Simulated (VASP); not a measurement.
# Si3Br (Pm-3m) in VASP: further runs

Runs on Si3Br. Level: PBE. Tasks: single point, relaxation of cell and atoms.

All numbers are computed with VASP 6.6.1; they aren't measurements. Logs are shortened: lines on timing, memory, paths and dates and some standing lists are left out, and cuts for length are marked.

### Step 1. The cell of the first run

The structure is cubic, space group Pm-3m (No. 221). Conventional cell: a = 4.236 Å, b = 4.236 Å, c = 4.236 Å, α = 90.00°, β = 90.00°, γ = 90.00°. Within 3.9 Å of Si (site symmetry 4/mmm) lie 8 Si at 3.00 Å and 4 Br at 3.00 Å. Br (site symmetry m-3m) has 12 Si at 3.00 Å within 3.9 Å.

The cell was built from a structure type or drawn by symmetry, and may not be a known phase.

### Step 2. Single point, PBE

INCAR reads:

```
SYSTEM = Si3Br
PREC = Accurate
ENCUT = 520
EDIFF = 1E-7
ISMEAR = 0
SIGMA = 0.1
LREAL = .FALSE.
LASPH = .TRUE.
NELM = 100
ALGO = Normal
ISIF = 2
LWAVE = .FALSE.
LCHARG = .TRUE.
GGA = PE
LELF = .TRUE.
LVHAR = .TRUE.
NBANDS = 18
```

KPOINTS reads:

```
regular mesh
0
G
  4 4 4
  0 0 0
```

POSCAR reads:

```
Si3Br
1.0
    4.2358123072      0.0000000000      0.0000000000
    0.0000000000      4.2358123072      0.0000000000
    0.0000000000      0.0000000000      4.2358123072
Si Br
3 1
Direct
    0.5000000000      0.0000000000      0.0000000000
    0.0000000000      0.5000000000      0.0000000000
    0.0000000000      0.0000000000      0.5000000000
    0.5000000000      0.5000000000      0.5000000000
```

Potentials or basis: VASP PAW PBE potentials, release 64 (Si, Br).

Run with:

```console
> cat potpaw_PBE.64/Si/POTCAR potpaw_PBE.64/Br/POTCAR > POTCAR
> mpirun -np 1 vasp_std > vasp.out
```

OUTCAR:

```text
SYSTEM = Si3Br
   PREC = Accurate
   ENCUT = 520
   EDIFF = 1E-7
   ISMEAR = 0
   LREAL = .FALSE.
   LASPH = .TRUE.
   NELM = 100
   ISIF = 2
   GGA = PE

 ion  position               nearest neighbor table
   1  0.500  0.000  0.000-   2 3.00   3 3.00   3 3.00   2 3.00   2 3.00   3 3.00   3 3.00   2 3.00

   2  0.000  0.500  0.000-   1 3.00   3 3.00   3 3.00   1 3.00   3 3.00   3 3.00   1 3.00   1 3.00

   3  0.000  0.000  0.500-   1 3.00   2 3.00   1 3.00   2 3.00   2 3.00   2 3.00   1 3.00   1 3.00

   4  0.500  0.500  0.500-

  LATTYP: Found a simple cubic cell.
 ALAT       =     4.2358123072

  Lattice vectors:

 A1 = (   4.2358123072,   0.0000000000,   0.0000000000)
 A2 = (   0.0000000000,   4.2358123072,   0.0000000000)
 A3 = (   0.0000000000,   0.0000000000,   4.2358123072)

Analysis of symmetry for initial positions (statically):
=====================================================================
 Subroutine PRICEL returns:
 Original cell was already a primitive cell.

 Routine SETGRP: Setting up the symmetry group for a
 simple cubic supercell.

 Subroutine GETGRP returns: Found 48 space group operations
 (whereof 48 operations were pure point group operations)
 out of a pool of 48 trial point group operations.

The static configuration has the point symmetry O_h .

Analysis of symmetry for dynamics (positions and initial velocities):
=====================================================================
 Subroutine PRICEL returns:
 Original cell was already a primitive cell.

 Routine SETGRP: Setting up the symmetry group for a
 simple cubic supercell.

 Subroutine GETGRP returns: Found 48 space group operations
 (whereof 48 operations were pure point group operations)
 out of a pool of 48 trial point group operations.

The dynamic configuration has the point symmetry O_h .

 Subroutine INISYM returns: Found 48 space group operations
 (whereof 48 operations are pure point group operations),
 and found     1 'primitive' translations

----------------------------------------------------------------------------------------

                                     Primitive cell

  volume of cell :      75.9994

  direct lattice vectors                    reciprocal lattice vectors
     4.235812307  0.000000000  0.000000000     0.236082226  0.000000000  0.000000000
     0.000000000  4.235812307  0.000000000     0.000000000  0.236082226  0.000000000
     0.000000000  0.000000000  4.235812307     0.000000000  0.000000000  0.236082226

  length of vectors
     4.235812307  4.235812307  4.235812307     0.236082226  0.236082226  0.236082226

  position of ions in fractional coordinates (direct lattice)
     0.500000000  0.000000000  0.000000000
     0.000000000  0.500000000  0.000000000
     0.000000000  0.000000000  0.500000000
     0.500000000  0.500000000  0.500000000

  ion indices of the primitive-cell ions
   primitive index   ion index
                 1           1
                 2           2
                 3           3
                 4           4

----------------------------------------------------------------------------------------

 KPOINTS: regular mesh

Automatic generation of k-mesh.
 Grid dimensions read from file:
 generate k-points for:    4    4    4

 Generating k-lattice:

  Cartesian coordinates                     Fractional coordinates (reciprocal lattice)
     0.059020557  0.000000000  0.000000000     0.250000000  0.000000000  0.000000000
     0.000000000  0.059020557  0.000000000     0.000000000  0.250000000  0.000000000
     0.000000000  0.000000000  0.059020557     0.000000000  0.000000000  0.250000000

  Length of vectors
     0.059020557  0.059020557  0.059020557

  Shift w.r.t. Gamma in fractional coordinates (k-lattice)
     0.000000000  0.000000000  0.000000000

 Subroutine IBZKPT returns following result:
 ===========================================

 Found     10 irreducible k-points:

 Following reciprocal coordinates:
            Coordinates               Weight
  0.000000  0.000000  0.000000      1.000000
  0.250000  0.000000  0.000000      6.000000
  0.500000  0.000000  0.000000      3.000000
  0.250000  0.250000  0.000000     12.000000
  0.500000  0.250000  0.000000     12.000000
  0.500000  0.500000  0.000000      3.000000
  0.250000  0.250000  0.250000      8.000000
  0.500000  0.250000  0.250000     12.000000
  0.500000  0.500000  0.250000      6.000000
  0.500000  0.500000  0.500000      1.000000
   k-points           NKPTS =     10   k-points in BZ     NKDIM =     10   number of bands    NBANDS=     18
   number of dos      NEDOS =    301   number of ions     NIONS =      4
   total plane-waves  NPLWV =  32768
   dimension x,y,z NGX =    32 NGY =   32 NGZ =   32
   dimension x,y,z NGXF=    64 NGYF=   64 NGZF=   64
   ions per type =               3   1
   NGX,Y,Z   is equivalent  to a cutoff of  12.56, 12.56, 12.56 a.u.
   NGXF,Y,Z  is equivalent  to a cutoff of  25.12, 25.12, 25.12 a.u.
 SYSTEM =  Si3Br
   PREC   = accura    normal or accurate (medium, high low for compatibility)
   ISTART =      0    job   : 0-new  1-cont  2-samecut
   ICHARG =      2    charge: 1-file 2-atom 10-const
   ISPIN  =      1    spin polarized calculation?
   LNONCOLLINEAR =      F non collinear calculations
   LSORBIT =      F    spin-orbit coupling
   LASPH  =      T    aspherical Exc in radial PAW
   ENCUT  =  520.0 eV  38.22 Ry    6.18 a.u.   7.88  7.88  7.88*2*pi/ulx,y,z
   NELM   =    100;   NELMIN=  2; NELMDL= -5     # of ELM steps
   EDIFF  = 0.1E-06   stopping-criterion for ELM
   LREAL  =      F    real-space projection
   EDIFFG = 0.1E-05   stopping-criterion for IOM
   NSW    =      0    number of steps for IOM
   IBRION =     -1    ionic relax: 0-MD 1-quasi-New 2-CG
   NFREE  =      0    steps in history (QN), initial steepest desc. (CG)
   ISIF   =      2    stress and relaxation
   ISYM   =      2    0-nonsym 1-usesym 2-fastsym
   POTIM  = 0.5000    time-step for ionic-motion
   TEBEG  =    0.0;   TEEND  =   0.0 temperature during run
   PSTRESS=    0.0 pullay stress
   NELECT =      19.0000    total number of electrons
   NUPDOWN=      -1.0000    fix difference up-down
   EMIN   =  10.00;   EMAX   =-10.00  energy-range for DOS
   EFERMI =   0.00;   METHOD = LEGACY
   ISMEAR =     0;   SIGMA  =   0.10  broadening in eV -4-tet -1-fermi 0-gaus
   EFERMI_NEDOS =   21; number of points for ismear=-14 and -15
   IALGO  =     38    algorithm
   IMIX   =      4    mixing-type and parameters
     AMIX     =   0.40;   BMIX     =  1.00
     AMIX_MAG =   1.60;   BMIX_MAG =  1.00
  volume/ion in A,a.u.               =      19.00       128.22
  Fermi-wavevector in a.u.,A,eV,Ry     =   1.031310  1.948894 14.471167  1.063601
  Thomas-Fermi vector in A             =   2.165452
   LORBIT       =      0    0 simple, 1 ext, 2 COOP (PROOUT), +10 PAW based schemes
   GGA     = PE    functional components
   LHFCALC =     F    Hartree Fock is set to
   AEXX    =    0.0000 exact exchange contribution
   IVDW    =     0    specifies the selected vdW correction
   LEPSILON=     F    determine dielectric tensor
   LRPA    =     F    only Hartree local field effects (RPA)
 non-spin polarized calculation
 Gauss-broadening in eV      SIGMA  =   0.10
  energy-cutoff  :      520.00
  volume of cell :       76.00
 maximum number of plane-waves:      2103
 NGX is ok and might be reduce to    32
   NGX = 15   NGY = 15   NGZ = 15

 number of electron      18.9999999 magnetization

 Free energy of the ion-electron system (eV)
  ---------------------------------------------------
  ext. energy  EPLUGINS =         0.00000000
  ---------------------------------------------------
  free energy    TOTEN  =       -14.15847747 eV

  energy without entropy =      -14.15173757  energy(sigma->0) =      -14.15510752

 E-fermi :   7.0703     XC(G=0): -10.3106

 val. band max:        7.0014390057   @ k =   0.5000   0.2500   0.0000
 cond. band min:       7.3485056987   @ k =   0.2500   0.2500   0.2500
 fundamental gap:      0.3470666930
 Fermi energy:         7.0703425027

 k-point     1 :       0.0000    0.0000    0.0000
  band No.  band energies     occupation
      1     -10.0159      2.00000
      2      -2.7223      2.00000
      3       1.1294      2.00000
      4       1.1294      2.00000
      5       1.1294      2.00000
      6       2.3319      2.00000
[... 10 lines left out ...]
     17      11.8120      0.00000
     18      12.5606      0.00000

 k-point     2 :       0.2500    0.0000    0.0000
  band No.  band energies     occupation
      1      -9.8867      2.00000
      2      -3.0802      2.00000
      3      -0.0496      2.00000
      4       1.4480      2.00000
      5       1.4480      2.00000
      6       2.6671      2.00000
[... 10 lines left out ...]
     17      12.3051      0.00000
     18      12.4925      0.00000

 k-point     3 :       0.5000    0.0000    0.0000
  band No.  band energies     occupation
      1      -9.7449      2.00000
      2      -3.5354      2.00000
      3      -0.2639      2.00000
      4       1.9013      2.00000
      5       1.9013      2.00000
      6       3.1475      2.00000
[... 10 lines left out ...]
     17      13.7461      0.00000
     18      13.7827      0.00000

 k-point     4 :       0.2500    0.2500    0.0000
  band No.  band energies     occupation
      1      -9.7728      2.00000
      2      -2.9762      2.00000
      3      -0.9826      2.00000
      4       1.3395      2.00000
      5       1.7433      2.00000
      6       2.7423      2.00000
[... 10 lines left out ...]
     17      13.4950      0.00000
     18      14.6820      0.00000

 k-point     5 :       0.5000    0.2500    0.0000
  band No.  band energies     occupation
      1      -9.6496      2.00000
      2      -3.0548      2.00000
      3      -1.2274      2.00000
      4       0.8267      2.00000
      5       2.1452      2.00000
      6       2.7122      2.00000
[... 10 lines left out ...]
     17      15.9966      0.00000
     18      16.0152      0.00000

 k-point     6 :       0.5000    0.5000    0.0000
  band No.  band energies     occupation
      1      -9.5480      2.00000
      2      -1.9087      2.00000
      3      -1.9087      2.00000
      4      -1.2197      2.00000
      5       2.4508      2.00000
      6       4.2058      2.00000
[... 10 lines left out ...]
     17      15.0265      0.00000
     18      15.7779      0.00000

 k-point     7 :       0.2500    0.2500    0.2500
  band No.  band energies     occupation
      1      -9.6725      2.00000
      2      -2.7602      2.00000
      3      -0.5189      2.00000
      4      -0.5189      2.00000
      5       2.8202      2.00000
      6       2.8695      2.00000
[... 10 lines left out ...]
     17      13.0498      0.00000
     18      13.7170      0.00000

 k-point     8 :       0.5000    0.2500    0.2500
  band No.  band energies     occupation
      1      -9.5653      2.00000
      2      -2.5770      2.00000
      3      -1.1982      2.00000
      4       0.7248      2.00000
      5       0.9578      2.00000
      6       1.6695      2.00000
[... 10 lines left out ...]
     17      15.2836      0.00000
     18      15.5564      0.00000

 k-point     9 :       0.5000    0.5000    0.2500
  band No.  band energies     occupation
      1      -9.4763      2.00000
      2      -1.4292      2.00000
      3      -1.4292      2.00000
      4      -0.7886      2.00000
      5       0.8173      2.00000
      6       2.2315      2.00000
[... 10 lines left out ...]
     17      15.1244      0.00000
     18      16.2488      0.00000

 k-point    10 :       0.5000    0.5000    0.5000
  band No.  band energies     occupation
      1      -9.4014      2.00000
      2      -0.0231      2.00000
      3      -0.0231      2.00000
      4      -0.0231      2.00000
      5      -0.0027      2.00000
      6      -0.0027      2.00000
[... 10 lines left out ...]
     17      13.9137      0.00000
     18      17.0023      0.00000

------------------------ aborting loop because EDIFF is reached ----------------------------------------

  FORCE on cell =-STRESS in cart. coord.  units (eV):
  Direction    XX          YY          ZZ          XY          YZ          ZX
  --------------------------------------------------------------------------------------
  -------------------------------------------------------------------------------------
  Total        0.1723751      0.1723751      0.1723751      0.0000000      0.0000000     -0.0000000
  in kB        3.6339169      3.6339169      3.6339169      0.0000000      0.0000000     -0.0000000
  external PRESSURE =       3.6339169 kB  Pullay stress =       0.0000000 kB

 VOLUME and BASIS-vectors are now :
 -----------------------------------------------------------------------------
  energy-cutoff  :      520.00
  volume of cell :       76.00
      direct lattice vectors                 reciprocal lattice vectors
     4.235812307  0.000000000  0.000000000     0.236082226  0.000000000  0.000000000
     0.000000000  4.235812307  0.000000000     0.000000000  0.236082226  0.000000000
     0.000000000  0.000000000  4.235812307     0.000000000  0.000000000  0.236082226

 POSITION                                       TOTAL-FORCE (eV/Angst)
 -----------------------------------------------------------------------------------
      2.11791      0.00000      0.00000         0.000000      0.000000      0.000000
      0.00000      2.11791      0.00000         0.000000      0.000000      0.000000
      0.00000      0.00000      2.11791         0.000000      0.000000      0.000000
      2.11791      2.11791      2.11791         0.000000      0.000000      0.000000
 -----------------------------------------------------------------------------------
    total drift:                                0.000000      0.000000     -0.000000

  FREE ENERGIE OF THE ION-ELECTRON SYSTEM (eV)
  ---------------------------------------------------
  free  energy   TOTEN  =       -14.1584774679 eV

  energy  without entropy=      -14.1517375657  energy(sigma->0) =      -14.15510752
```

Wall time 5.5 s (1 thread of Intel Xeon 6975P-C (Granite Rapids), shared host); peak memory 0.17 GiB.

What came out:

| Property | Result |
| --- | --- |
| Free energy | -14.1585 eV |
| Pressure | 0.4 GPa |
| Band gap on the k mesh | zero (an odd number of electrons rules out a gap without spin polarisation) |

Caveat: the k points lie up to 0.37 Å⁻¹ apart, too coarse for converged energies and pressures of a metal; an odd number of electrons without spin polarisation forces a metal; a magnetic or distorted state may lie lower.

### Step 3. Single point, PBE

This run uses another cell than the first one, of 21.25 Å³/atom.

INCAR reads:

```
SYSTEM = Si3Br
ALGO = Normal ; EDIFF = 1E-6
ENCUT = 520 ; GGA = PE
ISIF = 2 ; ISMEAR = 0
LASPH = .TRUE. ; LCHARG = .FALSE.
LREAL = .FALSE. ; LWAVE = .FALSE.
NBANDS = 18 ; NELM = 60
PREC = Accurate ; SIGMA = 0.1
```

KPOINTS reads:

```
k-points
0
G
  4 4 4
  0 0 0
```

POSCAR reads:

```
Si3Br
1.0
    4.3965365800      0.0000000000      0.0000000000
    0.0000000000      4.3965365800      0.0000000000
    0.0000000000      0.0000000000      4.3965365800
Si Br
3 1
Direct
    0.5000000000      0.0000000000      0.0000000000
    0.0000000000      0.5000000000      0.0000000000
    0.0000000000      0.0000000000      0.5000000000
    0.5000000000      0.5000000000      0.5000000000
```

Potentials or basis: VASP PAW PBE potentials, release 64 (Si, Br).

Run with:

```console
> cat potpaw_PBE.64/Si/POTCAR potpaw_PBE.64/Br/POTCAR > POTCAR
> mpirun -np 1 vasp_std > vasp.out
```

Wall time 6.2 s (1 thread of Intel Xeon 6975P-C (Granite Rapids), shared host); peak memory 0.2 GiB.

The run converged. Its results:

```
Free energy            : -14.0278 eV
Pressure               : -4.6 GPa
Band gap on the k mesh : zero (an odd number of electrons rules out a gap without spin polarisation)
```

Levels at points of the mesh, in eV from the Fermi level:
```tsv
k point	band 6	band 7	band 8	band 9	band 10	band 11	band 12	band 13	band 14	band 15
(0.00, 0.00, 0.00)	-4.78	-4.78	-0.42	-0.42	-0.42	2.17	2.17	2.17	3.97	5.00
(0.50, 0.00, 0.00)	-4.21	-3.03	-1.89	-1.89	-0.44	1.64	1.72	1.72	2.03	3.84
(0.50, 0.50, 0.00)	-2.84	-2.84	-2.56	-0.52	-0.18	-0.18	-0.13	2.67	2.67	5.09
(0.50, 0.50, 0.50)	-6.30	-6.30	-4.66	1.39	1.39	1.39	5.52	5.52	5.52	5.62
```

Caveat: the cell stands under tension; an odd number of electrons without spin polarisation forces a metal; a magnetic or distorted state may lie lower.

### Step 4. Relaxation of cell and atoms, PBE

This run uses another cell than the first one, of 21.25 Å³/atom.

INCAR reads:

```
SYSTEM = Si3Br
PREC = Accurate
ENCUT = 600
EDIFF = 1E-7
ISMEAR = 0
SIGMA = 0.1
LREAL = .FALSE.
LASPH = .TRUE.
NELM = 80
ALGO = Normal
ISIF = 3
LWAVE = .FALSE.
LCHARG = .FALSE.
GGA = PE
IBRION = 2
NSW = 90
EDIFFG = -0.04
```

KPOINTS reads:

```
Automatic mesh
0
G
  4 4 4
  0 0 0
```

POSCAR is that of step 3.

Run with:

```console
> cat potpaw_PBE.64/Si/POTCAR potpaw_PBE.64/Br/POTCAR > POTCAR
> mpirun -np 1 vasp_std > vasp.out
```

It took 16 s on 1 thread of Intel Xeon 6975P-C (Granite Rapids), shared host; peak memory 0.21 GiB.

The run converged. Its results:

```
Free energy                           : -14.1597 eV
Relaxed volume                        : 19.10 Å³/atom
Relaxed cell                          : a = 4.243 Å, b = 4.243 Å, c = 4.243 Å, α = 90.00°, β = 90.00°, γ = 90.00°
Space group after relaxing (to 0.1 Å) : Pm-3m (No. 221)
Energy gained by relaxing             : 32.9 meV/atom
Ionic steps                           : 3
Pressure after relaxing               : 0.1 GPa
Band gap on the k mesh                : zero (an odd number of electrons rules out a gap without spin polarisation)
```

The path:
```tsv
step	energy change (eV)	largest force (eV/Å)	pressure (GPa)	volume (Å³)
1	0.0000	0.0000	-4.62	84.98
2	-0.1286	0.0000	-0.83	77.67
3	-0.1317	0.0000	0.07	76.40
```

Final structure:
```
CELL_PARAMETERS angstrom
4.24322 0.00000 0.00000
0.00000 4.24322 0.00000
0.00000 0.00000 4.24322
ATOMIC_POSITIONS crystal
Si 0.50000 0.00000 0.00000
Si 0.00000 0.50000 0.00000
Si 0.00000 0.00000 0.50000
Br 0.50000 0.50000 0.50000
```

Levels at points of the mesh, in eV from the Fermi level:
```
           k point  band 6  band 7  band 8  band 9  band 10  band 11  band 12  band 13
(0.00, 0.00, 0.00)   -4.73   -4.73   -0.42   -0.42    -0.42     2.32     2.32     2.32
(0.50, 0.00, 0.00)   -3.93   -3.28   -2.25   -2.25    -0.80     1.88     1.88     1.94
(0.50, 0.50, 0.00)   -2.84   -2.77   -2.77   -0.42    -0.42    -0.41    -0.33     3.00
(0.50, 0.50, 0.50)   -7.04   -7.04   -5.26    1.72     1.72     1.72     6.16     6.16
```

Caveat: an odd number of electrons without spin polarisation forces a metal; a magnetic or distorted state may lie lower.

(Continued in part 2 of 2.)
